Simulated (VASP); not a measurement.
Here is a VASP 6.6.1 calculation.

INCAR

```
SYSTEM = Tc
ALGO = Normal ; EDIFF = 1E-8
ENCUT = 520 ; ISIF = 2
ISMEAR = -1 ; LASPH = .TRUE.
LCHARG = .FALSE. ; LEFG = .TRUE.
LREAL = .FALSE. ; LWAVE = .FALSE.
NBANDS = 20 ; NELM = 100
PREC = Accurate ; SIGMA = 0.08
```

File KPOINTS:

```
k-points
0
G
  17 17 9
  0 0 0
```

File POSCAR:

```
Tc
1.0
    2.7400001704      0.0000000000      0.0000000000
   -1.3700000852      2.3729097540      0.0000000000
    0.0000000000      0.0000000000      4.3980000000
Tc
2
Direct
    0.3333333333      0.6666666667      0.2500000000
    0.6666666667      0.3333333333      0.7500000000
```

Potentials or basis: VASP PAW LDA potentials, release 64 (Tc_pv).

Command:

```console
$ cat potpaw_LDA.64/Tc_pv/POTCAR > POTCAR
$ mpirun -np 1 vasp_std > vasp.out
```

Predict the band gap on the k mesh.

zero (bands 13 and 14 overlap by 3.05 eV).

Predict the pressure.

-11.6 GPa.

Stress tensor (GPa, compression positive):
```
-11.07   0.00   0.00
  0.00 -11.07   0.00
  0.00   0.00 -12.79
```

Caveat: the cell stands under tension; without QUAD_EFG the Cq values of the log hold for a quadrupole moment of 1 mb, not for the nuclei.
